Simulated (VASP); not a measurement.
Here is a VASP 6.6.1 calculation.

INCAR

```
  PREC = Accurate
  ENCUT = 600
  EDIFF = 1E-6
  ISMEAR = 0
  SIGMA = 0.05
  LREAL = False
  LASPH = True
  NELM = 120
  ALGO = Normal
  ISIF = 2
  LWAVE = False
  LCHARG = False
  GGA = PE
  NBANDS = 16
  GGA_COMPAT = False
```

The input KPOINTS:

```
Automatic mesh
0
Gamma
  14 14 8
```

The input POSCAR:

```
SiC
1.0
    3.0761925635      0.0000000000      0.0000000000
   -1.5380962818      2.6640609069      0.0000000000
    0.0000000000      0.0000000000      5.0473680302
Si C
2 2
Direct
    0.3333333333      0.6666666667      0.0045848965
    0.6666666667      0.3333333333      0.5045848965
    0.3333333333      0.6666666667      0.3804151035
    0.6666666667      0.3333333333      0.8804151035
```

Potentials or basis: VASP PAW PBE potentials, release 64 (Si, C).

Command:

```console
$ cat potpaw_PBE.64/Si/POTCAR potpaw_PBE.64/C/POTCAR > POTCAR
$ mpirun -np 1 vasp_std > vasp.out
```

Problem. Predict the band gap on the k mesh.

Solution. 2.36 eV (least direct gap 3.97 eV).

Problem. Predict the pressure.

Solution. 3.2 GPa.

Caveat: the cell stands under pressure. Expect the measured gap to be larger: semilocal functionals such as PBE lack the derivative discontinuity.
